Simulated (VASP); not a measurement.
# AlGaN2 (P-4m2) in VASP: notebook

AlGaN2 is run at these levels: r2SCAN; tasks: single point.

Everything below comes from runs of VASP 6.6.1. Logs are shortened: lines on timing, memory, paths and dates and some standing lists are left out, and cuts for length are marked.

### 1 The cell of the first run

The structure is tetragonal, space group P-4m2 (No. 115). The conventional cell has a = 3.139 Å, b = 3.139 Å, c = 8.845 Å, α = 90.00°, β = 90.00°, γ = 90.00°. Within 2.7 Å of Al (site symmetry -4m2) lie 4 N at 2.07 Å. Within 2.3 Å of Al (site symmetry -4m2) lie 4 N at 1.74 Å. Ga (site symmetry 2mm) has 4 N at 1.76 to 2.19 Å within 2.3 Å. Within 2.3 Å of N (site symmetry 2mm) lie 2 Ga at 1.76 Å and 2 Al at 2.07 Å. Within 2.3 Å of N (site symmetry 2mm) lie 2 Al at 1.74 Å and 2 Ga at 2.19 Å.

### 2 Single point, r2SCAN (atoms displaced along a vibrational mode)

Input file POSCAR:

```
AlGaN2
1.0
    3.1385264188      0.0000000000      0.0000000000
    0.0000000000      3.1385264188      0.0000000000
    0.0000000000      0.0000000000      8.8447134538
Al Ga N
2 2 4
Direct
    0.5000000000      0.5000000000      0.2500000000
    0.5000000000      0.5000000000      0.7500000000
    0.0000000000      0.0000000000      0.0075321411
    0.0000000000      0.0000000000      0.4924678589
    0.5000000000      0.0000000000      0.4034601515
    0.5000000000      0.0000000000      0.8356230189
    0.0000000000      0.5000000000      0.0965398485
    0.0000000000      0.5000000000      0.6643769811
```

Input file INCAR.step1:

```
SYSTEM = AlGaN2
PREC = Accurate ; ENCUT = 520
ISMEAR = 0 ; SIGMA = 0.05
LREAL = .False. ; LASPH = .True.
NELM = 80 ; NBANDS = 36
GGA = PE ; ALGO = Normal
EDIFF = 1E-4 ; LWAVE = .True.
LCHARG = .False.
```

Input file INCAR.step2:

```
SYSTEM = AlGaN2
PREC = Accurate ; ENCUT = 520
EDIFF = 1E-7 ; ISMEAR = 0
SIGMA = 0.05 ; LREAL = .False.
LASPH = .True. ; NELM = 80
ALGO = Normal ; ISIF = 2
LWAVE = .False. ; LCHARG = .False.
METAGGA = R2SCAN ; LMIXTAU = .True.
NBANDS = 36 ; ISTART = 1
```

Input file KPOINTS:

```
Automatic mesh
0
Gamma
  8 8 4
  0 0 0
```

Potentials or basis: VASP PAW PBE potentials, release 64 (Al, Ga_d, N).

Run with:

```bash
$ cat potpaw_PBE.64/Al/POTCAR potpaw_PBE.64/Ga_d/POTCAR potpaw_PBE.64/N/POTCAR > POTCAR
$ cp INCAR.step1 INCAR
$ mpirun -np 1 vasp_std > vasp.out
$ cp INCAR.step2 INCAR
$ mpirun -np 1 vasp_std > vasp.out
```

OUTCAR:

```text
SYSTEM = AlGaN2
   PREC = Accurate
   ENCUT = 520
   EDIFF = 1E-7
   ISMEAR = 0
   LREAL = .False.
   LASPH = .True.
   NELM = 80
   ISIF = 2
   METAGGA = R2SCAN
   ISTART = 1

 ion  position               nearest neighbor table
   1  0.500  0.500  0.250-   5 2.07   7 2.07   5 2.07   7 2.07   3 3.09   4 3.09   3 3.09   3 3.09
                             4 3.09   4 3.09   3 3.09   4 3.09
   2  0.500  0.500  0.750-   6 1.74   8 1.74   6 1.74   8 1.74
   3  0.000  0.000  0.008-   7 1.76   7 1.76   6 2.19   6 2.19   1 3.09   1 3.09   1 3.09   1 3.09

   4  0.000  0.000  0.492-   5 1.76   5 1.76   8 2.19   8 2.19   1 3.09   1 3.09   1 3.09   1 3.09

   5  0.500  0.000  0.403-   4 1.76   4 1.76   1 2.07   1 2.07
   6  0.500  0.000  0.836-   2 1.74   2 1.74   3 2.19   3 2.19
   7  0.000  0.500  0.097-   3 1.76   3 1.76   1 2.07   1 2.07
   8  0.000  0.500  0.664-   2 1.74   2 1.74   4 2.19   4 2.19

  LATTYP: Found a simple tetragonal cell.
 ALAT       =     3.1385264188
 C/A-ratio  =     2.8181102446

  Lattice vectors:

 A1 = (   3.1385264188,   0.0000000000,   0.0000000000)
 A2 = (   0.0000000000,   3.1385264188,   0.0000000000)
 A3 = (   0.0000000000,   0.0000000000,   8.8447134538)

Analysis of symmetry for initial positions (statically):
=====================================================================
 Subroutine PRICEL returns:
 Original cell was already a primitive cell.

 Routine SETGRP: Setting up the symmetry group for a
 simple tetragonal supercell.

 Subroutine GETGRP returns: Found  8 space group operations
 (whereof  4 operations were pure point group operations)
 out of a pool of 16 trial point group operations.

The static configuration has the point symmetry C_2v.
 The point group associated with its full space group is D_2d.

Analysis of symmetry for dynamics (positions and initial velocities):
=====================================================================
 Subroutine PRICEL returns:
 Original cell was already a primitive cell.

 Routine SETGRP: Setting up the symmetry group for a
 simple tetragonal supercell.

 Subroutine GETGRP returns: Found  8 space group operations
 (whereof  4 operations were pure point group operations)
 out of a pool of 16 trial point group operations.

The dynamic configuration has the point symmetry C_2v.
 The point group associated with its full space group is D_2d.

 Subroutine INISYM returns: Found  8 space group operations
 (whereof  4 operations are pure point group operations),
 and found     1 'primitive' translations

----------------------------------------------------------------------------------------

                                     Primitive cell

  volume of cell :      87.1235

  direct lattice vectors                    reciprocal lattice vectors
     3.138526419  0.000000000  0.000000000     0.318620864  0.000000000  0.000000000
     0.000000000  3.138526419  0.000000000     0.000000000  0.318620864  0.000000000
     0.000000000  0.000000000  8.844713454     0.000000000  0.000000000  0.113061888

  length of vectors
     3.138526419  3.138526419  8.844713454     0.318620864  0.318620864  0.113061888

  position of ions in fractional coordinates (direct lattice)
     0.500000000  0.500000000  0.250000000
     0.500000000  0.500000000  0.750000000
     0.000000000  0.000000000  0.007532141
     0.000000000  0.000000000  0.492467859
     0.500000000  0.000000000  0.403460151
     0.500000000  0.000000000  0.835623019
     0.000000000  0.500000000  0.096539849
     0.000000000  0.500000000  0.664376981

  ion indices of the primitive-cell ions
   primitive index   ion index
                 1           1
                 2           2
                 3           3
                 4           4
                 5           5
                 6           6
                 7           7
                 8           8

----------------------------------------------------------------------------------------

 KPOINTS: Automatic mesh

Automatic generation of k-mesh.
 Grid dimensions read from file:
 generate k-points for:    8    8    4

 Generating k-lattice:

  Cartesian coordinates                     Fractional coordinates (reciprocal lattice)
     0.039827608  0.000000000  0.000000000     0.125000000  0.000000000  0.000000000
     0.000000000  0.039827608  0.000000000     0.000000000  0.125000000  0.000000000
     0.000000000  0.000000000  0.028265472     0.000000000  0.000000000  0.250000000

  Length of vectors
     0.039827608  0.039827608  0.028265472

  Shift w.r.t. Gamma in fractional coordinates (k-lattice)
     0.000000000  0.000000000  0.000000000

 Subroutine IBZKPT returns following result:
 ===========================================

 Found     45 irreducible k-points:

 Following reciprocal coordinates:
            Coordinates               Weight
  0.000000  0.000000  0.000000      1.000000
  0.125000  0.000000  0.000000      4.000000
  0.250000  0.000000  0.000000      4.000000
  0.375000  0.000000  0.000000      4.000000
  0.500000  0.000000  0.000000      2.000000
  0.125000  0.125000  0.000000      4.000000
[... 16 lines left out ...]
  0.375000  0.125000  0.250000     16.000000
  0.500000  0.125000  0.250000      8.000000
 [... further k-points ...]
   k-points           NKPTS =     45   k-points in BZ     NKDIM =     45   number of bands    NBANDS=     36
   number of dos      NEDOS =    301   number of ions     NIONS =      8
   total plane-waves  NPLWV =  40320
   dimension x,y,z NGX =    24 NGY =   24 NGZ =   70
   dimension x,y,z NGXF=    48 NGYF=   48 NGZF=  140
   ions per type =               2   2   4
   NGX,Y,Z   is equivalent  to a cutoff of  12.71, 12.71, 13.16 a.u.
   NGXF,Y,Z  is equivalent  to a cutoff of  25.43, 25.43, 26.31 a.u.
 SYSTEM =  AlGaN2
   PREC   = accura    normal or accurate (medium, high low for compatibility)
   ISTART =      1    job   : 0-new  1-cont  2-samecut
   ICHARG =      0    charge: 1-file 2-atom 10-const
   ISPIN  =      1    spin polarized calculation?
   LNONCOLLINEAR =      F non collinear calculations
   LSORBIT =      F    spin-orbit coupling
   LASPH  =      T    aspherical Exc in radial PAW
   ENCUT  =  520.0 eV  38.22 Ry    6.18 a.u.   5.84  5.84 16.45*2*pi/ulx,y,z
   NELM   =     80;   NELMIN=  2; NELMDL=  0     # of ELM steps
   EDIFF  = 0.1E-06   stopping-criterion for ELM
   LREAL  =      F    real-space projection
   EDIFFG = 0.1E-05   stopping-criterion for IOM
   NSW    =      0    number of steps for IOM
   IBRION =     -1    ionic relax: 0-MD 1-quasi-New 2-CG
   NFREE  =      0    steps in history (QN), initial steepest desc. (CG)
   ISIF   =      2    stress and relaxation
   ISYM   =      2    0-nonsym 1-usesym 2-fastsym
   POTIM  = 0.5000    time-step for ionic-motion
   TEBEG  =    0.0;   TEEND  =   0.0 temperature during run
   PSTRESS=    0.0 pullay stress
   NELECT =      52.0000    total number of electrons
   NUPDOWN=      -1.0000    fix difference up-down
   EMIN   =  10.00;   EMAX   =-10.00  energy-range for DOS
   EFERMI =   0.00;   METHOD = LEGACY
   ISMEAR =     0;   SIGMA  =   0.05  broadening in eV -4-tet -1-fermi 0-gaus
   EFERMI_NEDOS =   21; number of points for ismear=-14 and -15
   IALGO  =     38    algorithm
   IMIX   =      4    mixing-type and parameters
     AMIX     =   0.40;   BMIX     =  1.00
     AMIX_MAG =   1.60;   BMIX_MAG =  1.00
  volume/ion in A,a.u.               =      10.89        73.49
  Fermi-wavevector in a.u.,A,eV,Ry     =   1.378365  2.604732 25.849565  1.899889
  Thomas-Fermi vector in A             =   2.503433
   LORBIT       =      0    0 simple, 1 ext, 2 COOP (PROOUT), +10 PAW based schemes
   METAGGA = R2SCAN    functional components
   LHFCALC =     F    Hartree Fock is set to
   AEXX    =    0.0000 exact exchange contribution
   IVDW    =     0    specifies the selected vdW correction
   LEPSILON=     F    determine dielectric tensor
   LRPA    =     F    only Hartree local field effects (RPA)
 non-spin polarized calculation
 Gauss-broadening in eV      SIGMA  =   0.05
  energy-cutoff  :      520.00
  volume of cell :       87.12
 maximum number of plane-waves:      2384
 NGX is ok and might be reduce to    24
   NGX = 11   NGY = 11   NGZ = 33

 number of electron      51.9999971 magnetization

 Free energy of the ion-electron system (eV)
  ---------------------------------------------------
  ext. energy  EPLUGINS =         0.00000000
  ---------------------------------------------------
  free energy    TOTEN  =       -76.70236314 eV

  energy without entropy =      -76.70236314  energy(sigma->0) =      -76.70236314

 E-fermi :   7.4964     XC(G=0): -12.1044

 val. band max:        7.2383106649   @ k =   0.0000   0.0000   0.0000
 cond. band min:       7.7086643452   @ k =   0.0000   0.0000   0.0000
 fundamental gap:      0.4703536803
 Fermi energy:         7.4963815350

 k-point     1 :       0.0000    0.0000    0.0000
  band No.  band energies     occupation
      1     -12.2930      2.00000
      2     -11.8068      2.00000
      3      -9.1162      2.00000
      4      -8.4735      2.00000
      5      -8.4735      2.00000
      6      -8.1460      2.00000
[... 28 lines left out ...]
     35      15.3710      0.00000
     36      16.5000      0.00000

 k-point     2 :       0.1250    0.0000    0.0000
  band No.  band energies     occupation
      1     -12.1908      2.00000
      2     -11.7328      2.00000
      3      -9.0168      2.00000
      4      -8.4966      2.00000
      5      -8.4710      2.00000
      6      -8.1547      2.00000
[... 28 lines left out ...]
     35      15.4520      0.00000
     36      16.6901      0.00000

 k-point     3 :       0.2500    0.0000    0.0000
  band No.  band energies     occupation
      1     -11.9352      2.00000
      2     -11.5509      2.00000
      3      -8.7725      2.00000
      4      -8.4953      2.00000
      5      -8.4649      2.00000
      6      -8.1749      2.00000
[... 28 lines left out ...]
     35      15.5797      0.00000
     36      16.7103      0.00000

 k-point     4 :       0.3750    0.0000    0.0000
  band No.  band energies     occupation
      1     -11.6661      2.00000
      2     -11.3695      2.00000
      3      -8.5837      2.00000
      4      -8.4629      2.00000
      5      -8.4588      2.00000
      6      -8.1182      2.00000
[... 28 lines left out ...]
     35      15.4496      0.00000
     36      15.7600      0.00000

 k-point     5 :       0.5000    0.0000    0.0000
  band No.  band energies     occupation
      1     -11.5492      2.00000
      2     -11.2976      2.00000
      3      -8.5410      2.00000
      4      -8.4563      2.00000
      5      -8.4494      2.00000
      6      -8.1208      2.00000
[... 655 lines left out ...]
 k-point    22 :       0.2500    0.1250    0.2500
  band No.  band energies     occupation
      1     -11.8334      2.00000
      2     -11.4880      2.00000
      3      -8.7014      2.00000
      4      -8.4925      2.00000
      5      -8.4717      2.00000
      6      -8.1864      2.00000
[... 28 lines left out ...]
     35      15.4381      0.00000
     36      16.0491      0.00000

 k-point    23 :       0.3750    0.1250    0.2500
  band No.  band energies     occupation
      1     -11.5690      2.00000
      2     -11.3107      2.00000
      3      -8.5518      2.00000
      4      -8.4731      2.00000
      5      -8.4437      2.00000
      6      -8.1396      2.00000
[... 28 lines left out ...]
     35      15.4823      0.00000
     36      16.0126      0.00000

 k-point    24 :       0.5000    0.1250    0.2500
  band No.  band energies     occupation
      1     -11.4532      2.00000
      2     -11.2421      2.00000
      3      -8.5186      2.00000
      4      -8.4684      2.00000
      5      -8.4312      2.00000
      6      -8.1395      2.00000
[... 28 lines left out ...]
     35      15.2262      0.00000
     36      16.0635      0.00000

 [... further k-points ...]

------------------------ aborting loop because EDIFF is reached ----------------------------------------

  FORCE on cell =-STRESS in cart. coord.  units (eV):
  Direction    XX          YY          ZZ          XY          YZ          ZX
  --------------------------------------------------------------------------------------
  -------------------------------------------------------------------------------------
  Total       14.2929314     14.2929314     -2.3739649      0.0000000      0.0000000      0.0000000
  in kB      262.8430801    262.8430801    -43.6565618      0.0000000      0.0000000      0.0000000
  external PRESSURE =     160.6765328 kB  Pullay stress =       0.0000000 kB

 VOLUME and BASIS-vectors are now :
 -----------------------------------------------------------------------------
  energy-cutoff  :      520.00
  volume of cell :       87.12
      direct lattice vectors                 reciprocal lattice vectors
     3.138526419  0.000000000  0.000000000     0.318620864  0.000000000  0.000000000
     0.000000000  3.138526419  0.000000000     0.000000000  0.318620864  0.000000000
     0.000000000  0.000000000  8.844713454     0.000000000  0.000000000  0.113061888

 POSITION                                       TOTAL-FORCE (eV/Angst)
 -----------------------------------------------------------------------------------
      1.56926      1.56926      2.21118         0.000000      0.000000      0.000000
      1.56926      1.56926      6.63354         0.000000      0.000000      0.000000
      0.00000      0.00000      0.06662         0.000000      0.000000     -8.187841
      0.00000      0.00000      4.35574         0.000000      0.000000      8.187841
      1.56926      0.00000      3.56849         0.000000      0.000000     -7.726174
      1.56926      0.00000      7.39085         0.000000      0.000000      7.349249
      0.00000      1.56926      0.85387         0.000000      0.000000      7.726174
      0.00000      1.56926      5.87622         0.000000      0.000000     -7.349249
 -----------------------------------------------------------------------------------
    total drift:                                0.000000      0.000000     -0.000000

  FREE ENERGIE OF THE ION-ELECTRON SYSTEM (eV)
  ---------------------------------------------------
  free  energy   TOTEN  =       -76.7023631392 eV

  energy  without entropy=      -76.7023631392  energy(sigma->0) =      -76.70236314
```

It took 18 min on 1 thread of AMD EPYC 7R13, shared host; peak memory 0.25 GiB.

What came out:

```yaml
Free_energy: -76.7024 eV
Pressure: 16.1 GPa
Largest_force: 8.188 eV/Å
Band_gap_on_the_k_mesh: 0.47 eV
```

Forces on the atoms (eV/Å):
```
Al   0.000  0.000  0.000
Al   0.000  0.000  0.000
Ga   0.000  0.000 -8.188
Ga   0.000  0.000  8.188
N    0.000  0.000 -7.726
N    0.000  0.000  7.349
N    0.000  0.000  7.726
N    0.000  0.000 -7.349
```

Stress tensor (GPa, compression positive):
```
26.28  0.00  0.00
 0.00 26.28  0.00
 0.00  0.00 -4.37
```

Caveat: the cell differs from its parent crystal (atoms displaced along a vibrational mode); the cell stands under pressure; the PAW data sets were made with another functional, which shifts forces and pressure a little. A k mesh can miss the band edges.

(Part 1 of 2 ends here.)
